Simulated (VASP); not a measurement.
Here is a VASP 6.6.1 calculation.

The input POSCAR:

```
ZnSnP2
1.0
   -2.8511251111      2.8511251111      5.7168577693
    2.8511251111     -2.8511251111      5.7168577693
    2.8511251111      2.8511251111     -5.7168577693
Zn Sn P
2 2 4
Direct
    0.7500000000      0.2500000000      0.5000000000
    0.0000000000      0.0000000000      0.0000000000
    0.2500000000      0.7500000000      0.5000000000
    0.5000000000      0.5000000000      0.0000000000
    0.3750000000      0.3527945230      0.4777945230
    0.6472054770      0.1250000000      0.0222054770
    0.1027945230      0.6250000000      0.9777945230
    0.8750000000      0.8972054770      0.5222054770
```

The input INCAR.step1:

```
SYSTEM = ZnSnP2
  ALGO = Normal
  EDIFF = 1E-5
  EDIFFG = -0.005
  ENCUT = 550
  GGA = PE
  GGA_COMPAT = .FALSE.
  IBRION = 2
  ISIF = 3
  ISMEAR = -1
  KPAR = 4
  LASPH = .TRUE.
  LCHARG = .FALSE.
  LREAL = .FALSE.
  LWAVE = .TRUE.
  NELM = 120
  NELMIN = 4
  NSW = 100
  PREC = Accurate
  SIGMA = 0.02
```

Contents of INCAR.step2:

```
SYSTEM = ZnSnP2
  ALGO = Normal
  EDIFF = 1E-7
  EDIFFG = -0.005
  ENCUT = 550
  GGA_COMPAT = .FALSE.
  IBRION = 2
  ISIF = 3
  ISMEAR = -1
  ISTART = 1
  KPAR = 4
  LASPH = .TRUE.
  LCHARG = .FALSE.
  LMIXTAU = .TRUE.
  LREAL = .FALSE.
  LWAVE = .FALSE.
  METAGGA = R2SCAN
  NELM = 120
  NELMIN = 4
  NSW = 80
  PREC = Accurate
  SIGMA = 0.02
```

KPOINTS

```
k-points
0
G
  6 6 6
  0 0 0
```

Potentials or basis: VASP PAW PBE potentials, release 64 (Zn, Sn_d, P).

Run with:

```sh
$ cat potpaw_PBE.64/Zn/POTCAR potpaw_PBE.64/Sn_d/POTCAR potpaw_PBE.64/P/POTCAR > POTCAR
$ cp INCAR.step1 INCAR
$ mpirun -np 4 vasp_std > vasp.out
$ cp INCAR.step2 INCAR
$ mpirun -np 4 vasp_std > vasp.out
```

What does it give for the relaxed volume?

22.57 Å³/atom.

Predict the band gap on the k mesh.

1.26 eV.

What does it give for the relaxed cell?

a = 6.929 Å, b = 6.929 Å, c = 6.929 Å, α = 131.90°, β = 131.90°, γ = 70.39°.

Step by step:
```csv
step,energy change (eV),largest force (eV/Å),pressure (GPa),volume (Å³)
1,0.0000,0.1056,-2.10,185.89
2,-0.0274,0.0503,1.23,177.81
3,-0.0375,0.0055,0.04,180.48
4,-0.0375,0.0077,-0.01,180.58
5,-0.0375,0.0046,-0.01,180.59
```

Caveat: the PAW data sets were made with another functional, which shifts forces and pressure a little; spin-orbit coupling is left out, which moves the levels of the heavy elements. A k mesh can miss the band edges.
